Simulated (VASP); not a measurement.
Set up this calculation in VASP 6.6.1, as the native input.

- Task: single point
- Functional: LDA
- Potentials or basis: VASP PAW LDA potentials, release 64 (Cu)
- Cutoff: 520 eV
- k mesh: 13 × 12 × 13
- Occupations: fermi-dirac, width 0.05 eV
- Spin: no spin polarisation
- Dipole correction: no
- Further INCAR settings: ALGO = Normal; EDIFF = 1e-07; NBANDS = 12

The structure of Cu lies in POSCAR:

```
Cu
1.0
    0.0025544277      1.7514738412      1.7571836948
    1.7672860000     -0.0076819528      1.7672676290
    1.7571361610      1.7514998850      0.0025355059
Cu
1
Direct
    0.0000000000      0.0000000000      0.0000000000
```

The input as run:

INCAR

```
SYSTEM = Cu
  PREC = Accurate
  ENCUT = 520
  EDIFF = 1E-7
  ISMEAR = -1
  SIGMA = 0.05
  LREAL = .FALSE.
  LASPH = .TRUE.
  NELM = 80
  ALGO = Normal
  ISIF = 2
  LWAVE = .FALSE.
  LCHARG = .TRUE.
  LELF = .TRUE.
  LVHAR = .TRUE.
  NBANDS = 12
```

KPOINTS

```
regular mesh
0
G
  13 12 13
  0 0 0
```

Potentials or basis: VASP PAW LDA potentials, release 64 (Cu).

The run is started by

```sh
$ cat potpaw_LDA.64/Cu/POTCAR > POTCAR
$ mpirun -np 1 vasp_std > vasp.out
```

It gave:

The pressure is 0.8 GPa.

Wall time 46 s on 1 thread of Intel(R) Xeon(R) Platinum 8559C (Emerald Rapids), on a shared host, peak memory 0.17 GiB.
